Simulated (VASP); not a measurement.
Here is a VASP 6.6.1 calculation.

File POSCAR:

```
Zr
1.0
    3.2445832200      0.0000000000      0.0000000000
   -1.6222916100      2.8098914932      0.0000000000
    0.0000000000      0.0000000000      5.1573641137
Zr
2
Direct
    0.3333333333      0.6666666667      0.2500000000
    0.6666666667      0.3333333333      0.7500000000
```

The input INCAR.step1:

```
SYSTEM = Zr
ALGO     = Normal         ! electronic algorithm
EDIFF    = 1E-4           ! SCF threshold, eV
ENCUT    = 520            ! plane-wave cutoff, eV
GGA      = PE             ! functional
ISMEAR   = -1             ! smearing method
LASPH    = .True.         ! aspherical terms in the spheres
LCHARG   = .False.        ! write CHGCAR
LREAL    = .False.        ! projectors in reciprocal space
LWAVE    = .True.         ! write WAVECAR
NBANDS   = 19             ! bands
NELM     = 80             ! most SCF steps
PREC     = Accurate       ! precision mode
SIGMA    = 0.1            ! smearing width, eV
```

Contents of INCAR.step2:

```
SYSTEM = Zr
ALGO     = Normal         ! electronic algorithm
EDIFF    = 1E-6           ! SCF threshold, eV
ENCUT    = 520            ! plane-wave cutoff, eV
ISIF     = 2              ! what is computed and relaxed
ISMEAR   = -1             ! smearing method
ISTART   = 1            
LASPH    = .True.         ! aspherical terms in the spheres
LCHARG   = .True.         ! write CHGCAR
LELF     = .True.         ! ELF
LMIXTAU  = .True.       
LREAL    = .False.        ! projectors in reciprocal space
LVHAR    = .True.       
LWAVE    = .False.        ! write WAVECAR
METAGGA  = R2SCAN         ! meta-GGA
NBANDS   = 19             ! bands
NELM     = 80             ! most SCF steps
PREC     = Accurate       ! precision mode
SIGMA    = 0.1            ! smearing width, eV
```

File KPOINTS:

```
k-points
0
Gamma
  16 16 9
  0 0 0
```

Potentials or basis: VASP PAW PBE potentials, release 64 (Zr_sv).

Command:

```bash
$ cat potpaw_PBE.64/Zr_sv/POTCAR > POTCAR
$ cp INCAR.step1 INCAR
$ mpirun -np 1 vasp_std > vasp.out
$ cp INCAR.step2 INCAR
$ mpirun -np 1 vasp_std > vasp.out
```

Problem. Predict the pressure.

Solution. 0.0 GPa.

Problem. Predict the band gap on the k mesh.

Solution. Zero (band 12 reaches 9.91 eV, above the bottom of band 13 at 8.65 eV).

Caveat: the PAW data sets were made with another functional, which shifts forces and pressure a little.
